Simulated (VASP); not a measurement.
# Pd (P6_3/mmc) in VASP: single point with PBE

Aim: the single point of Pd with PBE.

All numbers are computed with VASP 6.6.1; they aren't measurements. Logs are shortened: lines on timing, memory, paths and dates and some standing lists are left out, and cuts for length are marked.

## 1. The cell of the first run

The structure is hexagonal, space group P6_3/mmc (No. 194). Conventional cell: a = 2.620 Å, b = 2.620 Å, c = 5.227 Å, α = 90.00°, β = 90.00°, γ = 120.00°. Within 3.5 Å of Pd (site symmetry -6m2) lie 12 Pd at 2.62 to 3.02 Å.

This isn't the form of Pd at room conditions, which is fcc.

## 2. Single point, PBE, collinear spin

File INCAR:

```
SYSTEM = Pd
ALGO = Fast
EDIFF = 1E-6
ENCUT = 520
GGA = PE
ISIF = 2
ISMEAR = 0
ISPIN = 2
LASPH = .TRUE.
LCHARG = .FALSE.
LMAXMIX = 4
LORBIT = 11
LREAL = .FALSE.
LWAVE = .FALSE.
MAGMOM = 0.52 0.52
NBANDS = 21
NELM = 150
PREC = Accurate
SIGMA = 0.15
```

File KPOINTS:

```
k-points
0
G
  21 21 12
  0 0 0
```

File POSCAR:

```
Pd
1.0
    2.6195291004      0.0000000000      0.0000000000
   -1.3097645502      2.2685787469      0.0000000000
    0.0000000000      0.0000000000      5.2271461042
Pd
2
Direct
    0.6666666667      0.3333333333      0.7500000000
    0.3333333333      0.6666666667      0.2500000000
```

Potentials or basis: VASP PAW PBE potentials, release 64 (Pd).

The run is started by

```sh
cat potpaw_PBE.64/Pd/POTCAR > POTCAR
mpirun -np 1 vasp_std > vasp.out
```

OUTCAR:

```text
SYSTEM = Pd
   EDIFF = 1E-6
   ENCUT = 520
   GGA = PE
   ISIF = 2
   ISMEAR = 0
   ISPIN = 2
   LASPH = .TRUE.
   LORBIT = 11
   LREAL = .FALSE.
   NELM = 150
   PREC = Accurate

 ion  position               nearest neighbor table
   1  0.667  0.333  0.750-   2 3.02   2 3.02   2 3.02   2 3.02   2 3.02   2 3.02
   2  0.333  0.667  0.250-   1 3.02   1 3.02   1 3.02   1 3.02   1 3.02   1 3.02

  LATTYP: Found a hexagonal cell.
 ALAT       =     2.6195291004
 C/A-ratio  =     1.9954525809

  Lattice vectors:

 A1 = (   2.6195291004,   0.0000000000,   0.0000000000)
 A2 = (  -1.3097645502,   2.2685787469,   0.0000000000)
 A3 = (   0.0000000000,   0.0000000000,   5.2271461042)

Analysis of symmetry for initial positions (statically):
=====================================================================
 Subroutine PRICEL returns:
 Original cell was already a primitive cell.

 Routine SETGRP: Setting up the symmetry group for a
 hexagonal supercell.

 Subroutine GETGRP returns: Found 24 space group operations
 (whereof 12 operations were pure point group operations)
 out of a pool of 24 trial point group operations.

The static configuration has the point symmetry D_3d.
 The point group associated with its full space group is D_6h.

Analysis of symmetry for dynamics (positions and initial velocities):
=====================================================================
 Subroutine PRICEL returns:
 Original cell was already a primitive cell.

 Routine SETGRP: Setting up the symmetry group for a
 hexagonal supercell.

 Subroutine GETGRP returns: Found 24 space group operations
 (whereof 12 operations were pure point group operations)
 out of a pool of 24 trial point group operations.

The dynamic configuration has the point symmetry D_3d.
 The point group associated with its full space group is D_6h.

Analysis of structural, dynamic, and magnetic symmetry:
=====================================================================
 Subroutine PRICEL returns:
 Original cell was already a primitive cell.

 Routine SETGRP: Setting up the symmetry group for a
 hexagonal supercell.

 Subroutine GETGRP returns: Found 24 space group operations
 (whereof 12 operations were pure point group operations)
 out of a pool of 24 trial point group operations.

The overall configuration has the point symmetry D_3d.
 The point group associated with its full space group is D_6h.

 Subroutine INISYM returns: Found 24 space group operations
 (whereof 12 operations are pure point group operations),
 and found     1 'primitive' translations

----------------------------------------------------------------------------------------

                                     Primitive cell

  volume of cell :      31.0629

  direct lattice vectors                    reciprocal lattice vectors
     2.619529100  0.000000000  0.000000000     0.381748002  0.220402312  0.000000000
    -1.309764550  2.268578747  0.000000000     0.000000000  0.440804623  0.000000000
     0.000000000  0.000000000  5.227146104     0.000000000  0.000000000  0.191308982

  length of vectors
     2.619529100  2.619529100  5.227146104     0.440804623  0.440804623  0.191308982

  position of ions in fractional coordinates (direct lattice)
     0.666666667  0.333333333  0.750000000
     0.333333333  0.666666667  0.250000000

  ion indices of the primitive-cell ions
   primitive index   ion index
                 1           1
                 2           2

----------------------------------------------------------------------------------------

 KPOINTS: k-points

Automatic generation of k-mesh.
 Grid dimensions read from file:
 generate k-points for:   21   21   12

 Generating k-lattice:

  Cartesian coordinates                     Fractional coordinates (reciprocal lattice)
     0.018178476  0.010495348  0.000000000     0.047619048  0.000000000  0.000000000
     0.000000000  0.020990696  0.000000000     0.000000000  0.047619048  0.000000000
     0.000000000  0.000000000  0.015942415     0.000000000  0.000000000  0.083333333

  Length of vectors
     0.020990696  0.020990696  0.015942415

  Shift w.r.t. Gamma in fractional coordinates (k-lattice)
     0.000000000  0.000000000  0.000000000

 Subroutine IBZKPT returns following result:
 ===========================================

 Found    336 irreducible k-points:

 Following reciprocal coordinates:
            Coordinates               Weight
  0.000000  0.000000  0.000000      1.000000
  0.047619  0.000000  0.000000      6.000000
  0.095238 -0.000000  0.000000      6.000000
  0.142857 -0.000000  0.000000      6.000000
  0.190476 -0.000000  0.000000      6.000000
  0.238095 -0.000000  0.000000      6.000000
[... 16 lines left out ...]
  0.142857  0.095238  0.000000     12.000000
  0.190476  0.095238  0.000000     12.000000
 [... further k-points ...]
   k-points           NKPTS =    336   k-points in BZ     NKDIM =    336   number of bands    NBANDS=     21
   number of dos      NEDOS =    301   number of ions     NIONS =      2
   total plane-waves  NPLWV =  16000
   dimension x,y,z NGX =    20 NGY =   20 NGZ =   40
   dimension x,y,z NGXF=    40 NGYF=   40 NGZF=   80
   ions per type =               2
   NGX,Y,Z   is equivalent  to a cutoff of  12.69, 12.69, 12.72 a.u.
   NGXF,Y,Z  is equivalent  to a cutoff of  25.39, 25.39, 25.44 a.u.
 SYSTEM =  Pd
   PREC   = accura    normal or accurate (medium, high low for compatibility)
   ISTART =      0    job   : 0-new  1-cont  2-samecut
   ICHARG =      2    charge: 1-file 2-atom 10-const
   ISPIN  =      2    spin polarized calculation?
   LNONCOLLINEAR =      F non collinear calculations
   LSORBIT =      F    spin-orbit coupling
   LASPH  =      T    aspherical Exc in radial PAW
   ENCUT  =  520.0 eV  38.22 Ry    6.18 a.u.   4.87  4.87  9.72*2*pi/ulx,y,z
   NELM   =    150;   NELMIN=  2; NELMDL= -5     # of ELM steps
   EDIFF  = 0.1E-05   stopping-criterion for ELM
   LREAL  =      F    real-space projection
   EDIFFG = 0.1E-04   stopping-criterion for IOM
   NSW    =      0    number of steps for IOM
   IBRION =     -1    ionic relax: 0-MD 1-quasi-New 2-CG
   NFREE  =      0    steps in history (QN), initial steepest desc. (CG)
   ISIF   =      2    stress and relaxation
   ISYM   =      2    0-nonsym 1-usesym 2-fastsym
   POTIM  = 0.5000    time-step for ionic-motion
   TEBEG  =    0.0;   TEEND  =   0.0 temperature during run
   PSTRESS=    0.0 pullay stress
   NELECT =      20.0000    total number of electrons
   NUPDOWN=      -1.0000    fix difference up-down
   EMIN   =  10.00;   EMAX   =-10.00  energy-range for DOS
   EFERMI =   0.00;   METHOD = LEGACY
   ISMEAR =     0;   SIGMA  =   0.15  broadening in eV -4-tet -1-fermi 0-gaus
   EFERMI_NEDOS =   21; number of points for ismear=-14 and -15
   IALGO  =     68    algorithm
   IMIX   =      4    mixing-type and parameters
     AMIX     =   0.40;   BMIX     =  1.00
     AMIX_MAG =   1.60;   BMIX_MAG =  1.00
  volume/ion in A,a.u.               =      15.53       104.81
  Fermi-wavevector in a.u.,A,eV,Ry     =   1.413636  2.671385 27.189429  1.998367
  Thomas-Fermi vector in A             =   2.535261
   LORBIT       =     11    0 simple, 1 ext, 2 COOP (PROOUT), +10 PAW based schemes
   GGA     = PE    functional components
   LHFCALC =     F    Hartree Fock is set to
   AEXX    =    0.0000 exact exchange contribution
   IVDW    =     0    specifies the selected vdW correction
   LEPSILON=     F    determine dielectric tensor
   LRPA    =     F    only Hartree local field effects (RPA)
 spin polarized calculation
 RMM-DIIS sequential band-by-band and
 Gauss-broadening in eV      SIGMA  =   0.15
  energy-cutoff  :      520.00
  volume of cell :       31.06
 maximum number of plane-waves:       858
 NGX is ok and might be reduce to    20
   NGX =  9   NGY =  9   NGZ = 19

 number of electron      20.0000006 magnetization       0.0012516

 number of electron      20.0000006 magnetization      -0.0006294

 Free energy of the ion-electron system (eV)
  ---------------------------------------------------
  ext. energy  EPLUGINS =         0.00000000
  ---------------------------------------------------
  free energy    TOTEN  =       -10.06798229 eV

  energy without entropy =      -10.03183586  energy(sigma->0) =      -10.04990908

 E-fermi :   8.9646     XC(G=0): -12.8220

 val. band max:        8.9642366566   @ k =   0.3810  -0.0000   0.0833
 cond. band min:       8.9698357732   @ k =   0.3810  -0.0000   0.1667
 fundamental gap:      0.0055991166
 Fermi energy:         8.9645788128

 spin component 1

 k-point     1 :       0.0000    0.0000    0.0000
  band No.  band energies     occupation
      1       2.1852      1.00000
      2       3.6160      1.00000
      3       5.3101      1.00000
      4       6.2047      1.00000
      5       6.2047      1.00000
      6       6.3437      1.00000
[... 13 lines left out ...]
     20      34.5555      0.00000
     21      34.5570      0.00000
[... 529 lines left out ...]
 k-point    24 :       0.1905    0.0952    0.0000
  band No.  band energies     occupation
      1       4.0975      1.00000
      2       4.7535      1.00000
      3       5.5934      1.00000
      4       5.6650      1.00000
      5       5.7096      1.00000
      6       6.4398      1.00000
[... 13 lines left out ...]
     20      31.6631      0.00000
     21      32.4725      0.00000

 [... further k-points ...]

 spin component 2

 k-point     1 :       0.0000    0.0000    0.0000
  band No.  band energies     occupation
      1       2.1846      1.00000
      2       3.6158      1.00000
      3       5.3099      1.00000
      4       6.2046      1.00000
      5       6.2046      1.00000
      6       6.3436      1.00000
[... 13 lines left out ...]
     20      34.5549      0.00000
     21      34.5578      0.00000
[... 529 lines left out ...]
 k-point    24 :       0.1905    0.0952    0.0000
  band No.  band energies     occupation
      1       4.0969      1.00000
      2       4.7533      1.00000
      3       5.5932      1.00000
      4       5.6647      1.00000
      5       5.7094      1.00000
      6       6.4397      1.00000
[... 13 lines left out ...]
     20      31.6626      0.00000
     21      32.4720      0.00000

 [... further k-points ...]
[... 5 lines left out ...]
  --------------------------------------------------------------------------------------
  -------------------------------------------------------------------------------------
  Total        3.1361426      3.1361426     -2.9002478     -0.0000000      0.0000000     -0.0000000
  in kB      161.7575869    161.7575869   -149.5904815     -0.0000000      0.0000000     -0.0000000
  external PRESSURE =      57.9748975 kB  Pullay stress =       0.0000000 kB

 VOLUME and BASIS-vectors are now :
 -----------------------------------------------------------------------------
  energy-cutoff  :      520.00
  volume of cell :       31.06
      direct lattice vectors                 reciprocal lattice vectors
     2.619529100  0.000000000  0.000000000     0.381748002  0.220402312  0.000000000
    -1.309764550  2.268578747  0.000000000     0.000000000  0.440804623  0.000000000
     0.000000000  0.000000000  5.227146104     0.000000000  0.000000000  0.191308982

 POSITION                                       TOTAL-FORCE (eV/Angst)
 -----------------------------------------------------------------------------------
      1.30976      0.75619      3.92036        -0.000000     -0.000000      0.000000
     -0.00000      1.51239      1.30679         0.000000      0.000000      0.000000
 -----------------------------------------------------------------------------------
    total drift:                                0.000000     -0.000000      0.000000

  FREE ENERGIE OF THE ION-ELECTRON SYSTEM (eV)
  ---------------------------------------------------
  free  energy   TOTEN  =       -10.0679822874 eV

  energy  without entropy=      -10.0318358629  energy(sigma->0) =      -10.04990908

 total charge

# of ion       s       p       d       tot
------------------------------------------
    1        0.488   0.449   8.491   9.428
    2        0.488   0.449   8.491   9.428
--------------------------------------------------
tot          0.976   0.899  16.982  18.856

 magnetization (x)

# of ion       s       p       d       tot
------------------------------------------
    1       -0.000  -0.000  -0.000  -0.000
    2       -0.000  -0.000  -0.000  -0.000
--------------------------------------------------
tot         -0.000  -0.000  -0.000  -0.000
```

Run time: 4.4 min. Hardware: 1 thread of Intel Xeon 8259CL, shared host; peak memory 0.36 GiB.

Results:

| Item | Value |
| --- | --- |
| Free energy | -10.0680 eV |
| Pressure | 5.8 GPa |
| Band gap on the k mesh | zero (filled and empty bands overlap) |
| Net moment | 0.00 μB per cell |
| Valence electrons inside the program's atomic spheres | Pd 9.43 |

Stress tensor (GPa, compression positive):
```
 16.18   0.00   0.00
  0.00  16.18   0.00
  0.00   0.00 -14.96
```

Caveat: the stress differs along the axes, from -15 to 16 GPa.
